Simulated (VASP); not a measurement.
The system is Mn3SnH.

```xyz
5
Lattice="4.0039 0.0000 0.0000 0.0000 4.0039 0.0000 0.0000 0.0000 4.0039" Properties=species:S:1:pos:R:3 pbc="T T T"
Mn    2.0019    0.0000    0.0000
Mn    0.0000    2.0019    0.0000
Mn    0.0000    0.0000    2.0019
Sn    2.0019    2.0019    2.0019
H     0.0000    0.0000    0.0000
```

* Program: VASP 6.6.1
* Task: relaxation of cell and atoms
* Functional: LDA
* Potentials or basis: VASP PAW LDA potentials, release 64 (Mn_pv, Sn_d, H)
* Cutoff: 600 eV
* k mesh: 5 × 5 × 5
* Occupations: fermi-dirac, width 0.1 eV
* Spin: collinear spin, ferromagnetic start
* Starting moments: [4.0, 4.0, 4.0, 0.0, 0.0] μB

At the start: pressure -22.3 GPa; volume 12.84 Å³/atom.

Question: Where does the relaxation end?

Answer: Over 3 steps the energy falls by 198.0 meV/atom and the volume is 10.60 Å³/atom (-17.4 %); space group Pm-3m (No. 221, to 0.1 Å) before and after; moment 5.80 μB per cell.

Step by step:
| step | energy change (eV) | largest force (eV/Å) | pressure (GPa) | volume (Å³) |
| --- | --- | --- | --- | --- |
| 1 | 0.0000 | 0.0000 | -22.35 | 64.19 |
| 2 | -0.7508 | 0.0000 | 19.94 | 48.95 |
| 3 | -0.9901 | 0.0000 | 0.26 | 53.02 |

Final structure:
```
Mn Sn H
1.0
     3.75680    0.00000    0.00000
     0.00000    3.75680    0.00000
     0.00000    0.00000    3.75680
Mn Sn H
3 1 1
Direct
  0.50000 0.00000 0.00000
  0.00000 0.50000 0.00000
  0.00000 0.00000 0.50000
  0.50000 0.50000 0.50000
  0.00000 0.00000 0.00000
```

Caveat: the volume moved by over 15 % at a fixed basis, so the end points are rough.
